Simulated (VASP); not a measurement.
# LiF (P6_3mc) in VASP: further runs

LiF is run at these levels: LDA; tasks: single point.

Program: VASP 6.6.1. These are calculated values, not measurements. Logs are shortened: lines on timing, memory, paths and dates and some standing lists are left out, and cuts for length are marked.

### Step 1. The cell of the first run

Symmetry: P6_3mc, No. 186, hexagonal system. Conventional cell: a = 3.030 Å, b = 3.030 Å, c = 4.659 Å, α = 90.00°, β = 90.00°, γ = 120.00°. Within 2.2 Å of Li (site symmetry 3m) lie 4 F at 1.66 to 1.87 Å. F (site symmetry 3m) has 4 Li at 1.66 to 1.87 Å within 2.2 Å.

### Step 2. Single point, LDA

Input file INCAR:

```
SYSTEM = LiF
ALGO = Normal ; EDIFF = 1E-6
ENCUT = 520 ; ISIF = 2
ISMEAR = 0 ; LASPH = .True.
LCHARG = .False. ; LREAL = .False.
LWAVE = .False. ; NBANDS = 18
NELM = 100 ; PREC = Accurate
SIGMA = 0.05
```

Input file KPOINTS:

```
k-points
0
Gamma
  9 9 6
  0 0 0
```

Input file POSCAR:

```
LiF
1.0
    3.0300909680      0.0000000000      0.0000000000
   -1.5150454840      2.6241357541      0.0000000000
    0.0000000000      0.0000000000      4.6590208518
Li F
2 2
Direct
    0.3333333333      0.6666666667      0.3465456496
    0.6666666667      0.3333333333      0.8465456496
    0.3333333333      0.6666666667      0.9910195924
    0.6666666667      0.3333333333      0.4910195924
```

Potentials or basis: VASP PAW LDA potentials, release 64 (Li_sv, F).

Started as:

```
$ cat potpaw_LDA.64/Li_sv/POTCAR potpaw_LDA.64/F/POTCAR > POTCAR
$ mpirun -np 1 vasp_std > vasp.out
```

OUTCAR:

```text
SYSTEM = LiF
   EDIFF = 1E-6
   ENCUT = 520
   ISIF = 2
   ISMEAR = 0
   LASPH = .True.
   LREAL = .False.
   NELM = 100
   PREC = Accurate

 ion  position               nearest neighbor table
   1  0.333  0.667  0.347-   3 1.66   4 1.87   4 1.87   4 1.87
   2  0.667  0.333  0.847-   4 1.66   3 1.87   3 1.87   3 1.87
   3  0.333  0.667  0.991-   1 1.66   2 1.87   2 1.87   2 1.87
   4  0.667  0.333  0.491-   2 1.66   1 1.87   1 1.87   1 1.87

  LATTYP: Found a hexagonal cell.
 ALAT       =     3.0300909680
 C/A-ratio  =     1.5375844821

  Lattice vectors:

 A1 = (   3.0300909680,   0.0000000000,   0.0000000000)
 A2 = (  -1.5150454840,   2.6241357541,   0.0000000000)
 A3 = (   0.0000000000,   0.0000000000,   4.6590208518)

Analysis of symmetry for initial positions (statically):
=====================================================================
 Subroutine PRICEL returns:
 Original cell was already a primitive cell.

 Routine SETGRP: Setting up the symmetry group for a
 hexagonal supercell.

 Subroutine GETGRP returns: Found 12 space group operations
 (whereof  6 operations were pure point group operations)
 out of a pool of 24 trial point group operations.

The static configuration has the point symmetry C_3v.
 The point group associated with its full space group is C_6v.

Analysis of symmetry for dynamics (positions and initial velocities):
=====================================================================
 Subroutine PRICEL returns:
 Original cell was already a primitive cell.

 Routine SETGRP: Setting up the symmetry group for a
 hexagonal supercell.

 Subroutine GETGRP returns: Found 12 space group operations
 (whereof  6 operations were pure point group operations)
 out of a pool of 24 trial point group operations.

The dynamic configuration has the point symmetry C_3v.
 The point group associated with its full space group is C_6v.

 Subroutine INISYM returns: Found 12 space group operations
 (whereof  6 operations are pure point group operations),
 and found     1 'primitive' translations

----------------------------------------------------------------------------------------

                                     Primitive cell

  volume of cell :      37.0456

  direct lattice vectors                    reciprocal lattice vectors
     3.030090968  0.000000000  0.000000000     0.330023095  0.190538923  0.000000000
    -1.515045484  2.624135754  0.000000000     0.000000000  0.381077846  0.000000000
     0.000000000  0.000000000  4.659020852     0.000000000  0.000000000  0.214637374

  length of vectors
     3.030090968  3.030090968  4.659020852     0.381077846  0.381077846  0.214637374

  position of ions in fractional coordinates (direct lattice)
     0.333333333  0.666666667  0.346545650
     0.666666667  0.333333333  0.846545650
     0.333333333  0.666666667  0.991019592
     0.666666667  0.333333333  0.491019592

  ion indices of the primitive-cell ions
   primitive index   ion index
                 1           1
                 2           2
                 3           3
                 4           4

----------------------------------------------------------------------------------------

 KPOINTS: k-points

Automatic generation of k-mesh.
 Grid dimensions read from file:
 generate k-points for:    9    9    6

 Generating k-lattice:

  Cartesian coordinates                     Fractional coordinates (reciprocal lattice)
     0.036669233  0.021170991  0.000000000     0.111111111  0.000000000  0.000000000
     0.000000000  0.042341983  0.000000000     0.000000000  0.111111111  0.000000000
     0.000000000  0.000000000  0.035772896     0.000000000  0.000000000  0.166666667

  Length of vectors
     0.042341983  0.042341983  0.035772896

  Shift w.r.t. Gamma in fractional coordinates (k-lattice)
     0.000000000  0.000000000  0.000000000

 Subroutine IBZKPT returns following result:
 ===========================================

 Found     48 irreducible k-points:

 Following reciprocal coordinates:
            Coordinates               Weight
  0.000000  0.000000  0.000000      1.000000
  0.111111  0.000000  0.000000      6.000000
  0.222222  0.000000  0.000000      6.000000
  0.333333  0.000000  0.000000      6.000000
  0.444444  0.000000  0.000000      6.000000
  0.111111  0.111111  0.000000      6.000000
[... 16 lines left out ...]
  0.333333  0.222222  0.166667     24.000000
  0.333333  0.333333  0.166667      4.000000
 [... further k-points ...]
   k-points           NKPTS =     48   k-points in BZ     NKDIM =     48   number of bands    NBANDS=     18
   number of dos      NEDOS =    301   number of ions     NIONS =      4
   total plane-waves  NPLWV =  20736
   dimension x,y,z NGX =    24 NGY =   24 NGZ =   36
   dimension x,y,z NGXF=    48 NGYF=   48 NGZF=   72
   ions per type =               2   2
   NGX,Y,Z   is equivalent  to a cutoff of  13.17, 13.17, 12.85 a.u.
   NGXF,Y,Z  is equivalent  to a cutoff of  26.34, 26.34, 25.69 a.u.
 SYSTEM =  LiF
   PREC   = accura    normal or accurate (medium, high low for compatibility)
   ISTART =      0    job   : 0-new  1-cont  2-samecut
   ICHARG =      2    charge: 1-file 2-atom 10-const
   ISPIN  =      1    spin polarized calculation?
   LNONCOLLINEAR =      F non collinear calculations
   LSORBIT =      F    spin-orbit coupling
   LASPH  =      T    aspherical Exc in radial PAW
   ENCUT  =  520.0 eV  38.22 Ry    6.18 a.u.   5.63  5.63  8.66*2*pi/ulx,y,z
   NELM   =    100;   NELMIN=  2; NELMDL= -5     # of ELM steps
   EDIFF  = 0.1E-05   stopping-criterion for ELM
   LREAL  =      F    real-space projection
   EDIFFG = 0.1E-04   stopping-criterion for IOM
   NSW    =      0    number of steps for IOM
   IBRION =     -1    ionic relax: 0-MD 1-quasi-New 2-CG
   NFREE  =      0    steps in history (QN), initial steepest desc. (CG)
   ISIF   =      2    stress and relaxation
   ISYM   =      2    0-nonsym 1-usesym 2-fastsym
   POTIM  = 0.5000    time-step for ionic-motion
   TEBEG  =    0.0;   TEEND  =   0.0 temperature during run
   PSTRESS=    0.0 pullay stress
   NELECT =      20.0000    total number of electrons
   NUPDOWN=      -1.0000    fix difference up-down
   EMIN   =  10.00;   EMAX   =-10.00  energy-range for DOS
   EFERMI =   0.00;   METHOD = LEGACY
   ISMEAR =     0;   SIGMA  =   0.05  broadening in eV -4-tet -1-fermi 0-gaus
   EFERMI_NEDOS =   21; number of points for ismear=-14 and -15
   IALGO  =     38    algorithm
   IMIX   =      4    mixing-type and parameters
     AMIX     =   0.40;   BMIX     =  1.00
     AMIX_MAG =   1.60;   BMIX_MAG =  1.00
  volume/ion in A,a.u.               =       9.26        62.50
  Fermi-wavevector in a.u.,A,eV,Ry     =   1.333028  2.519058 24.177060  1.776964
  Thomas-Fermi vector in A             =   2.461918
   LORBIT       =      0    0 simple, 1 ext, 2 COOP (PROOUT), +10 PAW based schemes
   GGA     = CA    functional components
   LHFCALC =     F    Hartree Fock is set to
   AEXX    =    0.0000 exact exchange contribution
   IVDW    =     0    specifies the selected vdW correction
   LEPSILON=     F    determine dielectric tensor
   LRPA    =     F    only Hartree local field effects (RPA)
 non-spin polarized calculation
 Gauss-broadening in eV      SIGMA  =   0.05
  energy-cutoff  :      520.00
  volume of cell :       37.05
 maximum number of plane-waves:      1015
 NGX is ok and might be reduce to    24

 number of electron      19.9999993 magnetization

 Free energy of the ion-electron system (eV)
  ---------------------------------------------------
  ext. energy  EPLUGINS =         0.00000000
  ---------------------------------------------------
  free energy    TOTEN  =       -20.64898735 eV

  energy without entropy =      -20.64898735  energy(sigma->0) =      -20.64898735

 E-fermi :  -2.2332     XC(G=0):  -9.8554

 val. band max:       -2.5427817951   @ k =   0.0000   0.0000   0.0000
 cond. band min:       5.3808821940   @ k =   0.0000   0.0000   0.0000
 fundamental gap:      7.9236639891
 Fermi energy:        -2.2332316225

 k-point     1 :       0.0000    0.0000    0.0000
  band No.  band energies     occupation
      1     -41.5588      2.00000
      2     -41.4784      2.00000
      3     -21.5671      2.00000
      4     -21.3890      2.00000
      5      -4.7479      2.00000
      6      -2.9547      2.00000
[... 10 lines left out ...]
     17      17.4332      0.00000
     18      18.8345      0.00000

 k-point     2 :       0.1111    0.0000    0.0000
  band No.  band energies     occupation
      1     -41.5532      2.00000
      2     -41.4772      2.00000
      3     -21.5471      2.00000
      4     -21.3786      2.00000
      5      -4.7042      2.00000
      6      -3.1046      2.00000
[... 10 lines left out ...]
     17      17.5703      0.00000
     18      18.8704      0.00000

 k-point     3 :       0.2222    0.0000    0.0000
  band No.  band energies     occupation
      1     -41.5382      2.00000
      2     -41.4747      2.00000
      3     -21.4936      2.00000
      4     -21.3516      2.00000
      5      -4.6089      2.00000
      6      -3.5320      2.00000
[... 10 lines left out ...]
     17      17.2653      0.00000
     18      18.1114      0.00000

 k-point     4 :       0.3333    0.0000    0.0000
  band No.  band energies     occupation
      1     -41.5194      2.00000
      2     -41.4736      2.00000
      3     -21.4257      2.00000
      4     -21.3253      2.00000
      5      -4.6413      2.00000
      6      -3.8726      2.00000
[... 375 lines left out ...]
      4     -21.3216      2.00000
      5      -4.3719      2.00000
      6      -4.3417      2.00000
[... 10 lines left out ...]
     17      18.0928      0.00000
     18      18.9313      0.00000

 k-point    23 :       0.3333    0.2222    0.1667
  band No.  band energies     occupation
      1     -41.4949      2.00000
      2     -41.4793      2.00000
      3     -21.3471      2.00000
      4     -21.3151      2.00000
      5      -4.6529      2.00000
      6      -4.1206      2.00000
[... 10 lines left out ...]
     17      17.5626      0.00000
     18      18.9667      0.00000

 k-point    24 :       0.3333    0.3333    0.1667
  band No.  band energies     occupation
      1     -41.4854      2.00000
      2     -41.4854      2.00000
      3     -21.3224      2.00000
      4     -21.3224      2.00000
      5      -4.6705      2.00000
      6      -3.9695      2.00000
[... 10 lines left out ...]
     17      16.6834      0.00000
     18      19.0094      0.00000

 [... further k-points ...]

------------------------ aborting loop because EDIFF is reached ----------------------------------------

  FORCE on cell =-STRESS in cart. coord.  units (eV):
  Direction    XX          YY          ZZ          XY          YZ          ZX
  --------------------------------------------------------------------------------------
  -------------------------------------------------------------------------------------
  Total       -0.6986930     -0.6986930      2.8697336      0.0000000      0.0000000     -0.0000000
  in kB      -30.2176262    -30.2176262    124.1125069      0.0000000      0.0000000     -0.0000000
  external PRESSURE =      21.2257515 kB  Pullay stress =       0.0000000 kB

 VOLUME and BASIS-vectors are now :
 -----------------------------------------------------------------------------
  energy-cutoff  :      520.00
  volume of cell :       37.05
      direct lattice vectors                 reciprocal lattice vectors
     3.030090968  0.000000000  0.000000000     0.330023095  0.190538923  0.000000000
    -1.515045484  2.624135754  0.000000000     0.000000000  0.381077846  0.000000000
     0.000000000  0.000000000  4.659020852     0.000000000  0.000000000  0.214637374

 POSITION                                       TOTAL-FORCE (eV/Angst)
 -----------------------------------------------------------------------------------
     -0.00000      1.74942      1.61456        -0.000000     -0.000000      1.111140
      1.51505      0.87471      3.94407         0.000000      0.000000      1.111140
     -0.00000      1.74942      4.61718         0.000000     -0.000000     -1.111140
      1.51505      0.87471      2.28767         0.000000     -0.000000     -1.111140
 -----------------------------------------------------------------------------------
    total drift:                               -0.000000     -0.000001     -0.002618

  FREE ENERGIE OF THE ION-ELECTRON SYSTEM (eV)
  ---------------------------------------------------
  free  energy   TOTEN  =       -20.6489873496 eV

  energy  without entropy=      -20.6489873496  energy(sigma->0) =      -20.64898735
```

Wall time 22 s (1 thread of AMD EPYC 7R13 (Zen 3), shared host); peak memory 0.12 GiB.

What came out:

```yaml
Free_energy: -20.6490 eV
Largest_force: 1.111 eV/Å
Band_gap_on_the_k_mesh: 7.92 eV
```

Forces in eV/Å, atoms in the order of the input:
```
Li   0.000  0.000  1.111
Li   0.000  0.000  1.111
F    0.000  0.000 -1.111
F    0.000  0.000 -1.111
```

Levels at points of the mesh, in eV from the valence-band top:
| k point | band 8 | band 9 | band 10 | band 11 | band 12 | band 13 |
| --- | --- | --- | --- | --- | --- | --- |
| (0.00, 0.00, 0.00) | -0.09 | 0.00 | 0.00 | 7.92 | 12.32 | 15.68 |
| (0.00, 0.00, 0.50) | -0.21 | -0.21 | -0.21 | 9.55 | 9.55 | 18.39 |

Caveat: the cutoff is under 1.25 times the usual one of these potentials, so pressure, stress and relaxed cells hold a basis-set (Pulay) error; an odd mesh through Γ misses points on the zone boundary, where band edges can lie; forces of over 1 eV/Å act on the atoms, so gaps and moduli don't describe the material at rest.

### Step 3. Single point, LDA

This run uses another cell than the first one, of the same volume but with other edges.

Input file INCAR:

```
SYSTEM = LiF
PREC = Accurate
ENCUT = 520
EDIFF = 1E-6
ISMEAR = 0
SIGMA = 0.05
LREAL = .FALSE.
LASPH = .TRUE.
NELM = 100
ALGO = Normal
ISIF = 2
LWAVE = .FALSE.
LCHARG = .FALSE.
GGA = CA
NBANDS = 18
```

Input file KPOINTS:

```
Automatic mesh
0
G
  9 9 6
  0 0 0
```

Input file POSCAR:

```
LiF
1.0
    3.0976209951      0.0000000000      0.0000000000
   -1.5488104975      2.6826184730      0.0000000000
    0.0000000000      0.0000000000      4.4580961361
Li F
2 2
Direct
    0.3333333333      0.6666666667      0.3465456496
    0.6666666667      0.3333333333      0.8465456496
    0.3333333333      0.6666666667      0.9910195924
    0.6666666667      0.3333333333      0.4910195924
```

Potentials or basis: VASP PAW LDA potentials, release 64 (Li_sv, F).

Started as:

```
$ cat potpaw_LDA.64/Li_sv/POTCAR potpaw_LDA.64/F/POTCAR > POTCAR
$ mpirun -np 1 vasp_std > vasp.out
```

Run time: 23 s. Hardware: 1 thread of AMD EPYC 7R13 (Zen 3), shared host; peak memory 0.12 GiB.

The run converged. Its results:

```
Free energy            : -20.4275 eV
Largest force          : 1.941 eV/Å
Band gap on the k mesh : 7.88 eV (least direct gap 7.90 eV)
```

Forces in eV/Å, atoms in the order of the input:
```
Li   0.000  0.000  1.941
Li   0.000  0.000  1.941
F    0.000  0.000 -1.941
F    0.000  0.000 -1.941
```

Levels at points of the mesh, in eV from the valence-band top:
| k point | band 8 | band 9 | band 10 | band 11 | band 12 | band 13 |
| --- | --- | --- | --- | --- | --- | --- |
| (0.00, 0.00, 0.00) | -0.02 | -0.02 | -0.02 | 7.88 | 12.70 | 16.11 |
| (0.00, 0.00, 0.50) | -0.28 | -0.28 | -0.28 | 9.59 | 9.59 | 18.44 |

Caveat: the cutoff is under 1.25 times the usual one of these potentials, so pressure, stress and relaxed cells hold a basis-set (Pulay) error; an odd mesh through Γ misses points on the zone boundary, where band edges can lie; forces of over 1 eV/Å act on the atoms, so gaps and moduli don't describe the material at rest.

### Step 4. Single point, LDA

This run uses another cell than the first one, of the same volume but with other edges.

Input file INCAR:

```
SYSTEM = LiF
  PREC = Accurate
  ENCUT = 520
  EDIFF = 1E-6
  ISMEAR = 0
  SIGMA = 0.05
  LREAL = .FALSE.
  LASPH = .TRUE.
  NELM = 60
  ALGO = Normal
  ISIF = 2
  LWAVE = .FALSE.
  LCHARG = .FALSE.
  GGA = CA
  NBANDS = 18
```

Input file KPOINTS:

```
regular mesh
0
G
  9 9 6
  0 0 0
```

Input file POSCAR:

```
LiF
1.0
    2.9984347243      0.0000000000      0.0000000000
   -1.4992173621      2.5967206428      0.0000000000
    0.0000000000      0.0000000000      4.7579162205
Li F
2 2
Direct
    0.3333333333      0.6666666667      0.3839784076
    0.6666666667      0.3333333333      0.8839784076
    0.3333333333      0.6666666667      0.9910195924
    0.6666666667      0.3333333333      0.4910195924
```

Started as:

```
$ cat potpaw_LDA.64/Li_sv/POTCAR potpaw_LDA.64/F/POTCAR > POTCAR
$ mpirun -np 1 vasp_std > vasp.out
```

Wall time 23 s (1 thread of AMD EPYC 7R13 (Zen 3), shared host); peak memory 0.11 GiB.

Results (log left out):

```yaml
Free_energy: -20.8019 eV
Largest_force: 0.134 eV/Å
Band_gap_on_the_k_mesh: 7.85 eV
```

Forces in eV/Å, atoms in the order of the input:
```
Li   0.000  0.000 -0.134
Li   0.000  0.000 -0.134
F    0.000  0.000  0.134
F    0.000  0.000  0.134
```

Levels at points of the mesh, in eV from the valence-band top:
| k point | band 6 | band 7 | band 8 | band 9 | band 10 | band 11 | band 12 | band 13 | band 14 | band 15 |
| --- | --- | --- | --- | --- | --- | --- | --- | --- | --- | --- |
| (0.00, 0.00, 0.00) | -0.54 | -0.54 | -0.19 | -0.19 | 0.00 | 7.85 | 12.08 | 15.58 | 18.70 | 18.70 |
| (0.00, 0.00, 0.50) | -1.32 | -0.37 | -0.37 | -0.37 | -0.37 | 9.58 | 9.58 | 17.68 | 17.68 | 19.00 |

Caveat: the cutoff is under 1.25 times the usual one of these potentials, so pressure, stress and relaxed cells hold a basis-set (Pulay) error; an odd mesh through Γ misses points on the zone boundary, where band edges can lie.

### Step 5. Single point, LDA

Input file INCAR:

```
SYSTEM = LiF
  ALGO = Normal
  EDIFF = 1E-7
  ENCUT = 520
  ISIF = 2
  ISMEAR = 0
  LASPH = .TRUE.
  LCHARG = .TRUE.
  LELF = .TRUE.
  LREAL = .FALSE.
  LVHAR = .TRUE.
  LWAVE = .FALSE.
  NBANDS = 18
  NELM = 60
  PREC = Accurate
  SIGMA = 0.05
```

Input file KPOINTS:

```
k-points
0
G
  9 9 6
  0 0 0
```

Input file POSCAR:

```
LiF
1.0
    3.0300909680      0.0000000000      0.0000000000
   -1.5150454840      2.6241357541      0.0000000000
    0.0000000000      0.0000000000      4.6590208518
Li F
2 2
Direct
    0.3333333333      0.6666666667      0.4026947866
    0.6666666667      0.3333333333      0.9026947866
    0.3333333333      0.6666666667      0.9910195924
    0.6666666667      0.3333333333      0.4910195924
```

Started as:

```
$ cat potpaw_LDA.64/Li_sv/POTCAR potpaw_LDA.64/F/POTCAR > POTCAR
$ mpirun -np 1 vasp_std > vasp.out
```

It took 25 s on 1 thread of AMD EPYC 7R13 (Zen 3), shared host; peak memory 0.11 GiB.

Results (log left out):

```yaml
Free_energy: -20.7886 eV
Largest_force: 0.220 eV/Å
Band_gap_on_the_k_mesh: 7.72 eV
```

Forces in eV/Å, atoms in the order of the input:
```
Li   0.000  0.000 -0.220
Li   0.000  0.000 -0.220
F    0.000  0.000  0.220
F    0.000  0.000  0.220
```

Levels at points of the mesh, in eV from the valence-band top:
| k point | band 8 | band 9 | band 10 | band 11 | band 12 | band 13 |
| --- | --- | --- | --- | --- | --- | --- |
| (0.00, 0.00, 0.00) | -0.38 | -0.38 | 0.00 | 7.72 | 12.18 | 15.62 |
| (0.00, 0.00, 0.50) | -0.57 | -0.57 | -0.57 | 9.55 | 9.55 | 17.70 |

Caveat: the cutoff is under 1.25 times the usual one of these potentials, so pressure, stress and relaxed cells hold a basis-set (Pulay) error; an odd mesh through Γ misses points on the zone boundary, where band edges can lie.

(Continued in part 2 of 2.)
